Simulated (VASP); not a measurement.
A run of VASP 6.6.1:

Contents of INCAR:

```
PREC = Accurate
ENCUT = 520
EDIFF = 1E-6
ISMEAR = 0
SIGMA = 0.1
LREAL = False
LASPH = True
NELM = 80
ALGO = Normal
ISIF = 2
LWAVE = False
LCHARG = True
GGA = PE
LELF = True
LVHAR = True
NBANDS = 46
```

File KPOINTS:

```
Automatic mesh
0
Gamma
  4 4 4
```

The input POSCAR:

```
Ga4Sb3As
1.0
   -2.8661227200      2.8661227200      5.7322454400
    2.8661227200     -2.8661227200      5.7322454400
    2.8661227200      2.8661227200     -5.7322454400
Ga Sb As
4 3 1
Direct
    0.6250000000      0.6250000000      0.5000000000
    0.1250000000      0.1250000000      0.5000000000
    0.8750000000      0.3750000000      0.0000000000
    0.3750000000      0.8750000000      0.0000000000
    0.5000000000      0.5000000000      0.0000000000
    0.7500000000      0.2500000000      0.5000000000
    0.2500000000      0.7500000000      0.5000000000
    0.0000000000      0.0000000000      0.0000000000
```

Potentials or basis: VASP PAW PBE potentials, release 64 (Ga_d, Sb, As).

Launch:

```bash
$ cat potpaw_PBE.64/Ga_d/POTCAR potpaw_PBE.64/Sb/POTCAR potpaw_PBE.64/As/POTCAR > POTCAR
$ mpirun -np 1 vasp_std > vasp.out
```

Hardware: 1 thread of Intel(R) Xeon(R) 6975P-C (Granite Rapids) (shared host).

**Question.** How long does it take, and how much memory?

**Answer.** Run time: 99 s on 1 thread of Intel(R) Xeon(R) 6975P-C (Granite Rapids) (shared host), peak memory 0.43 GiB. Counts: scf iterations 15, k points 13.
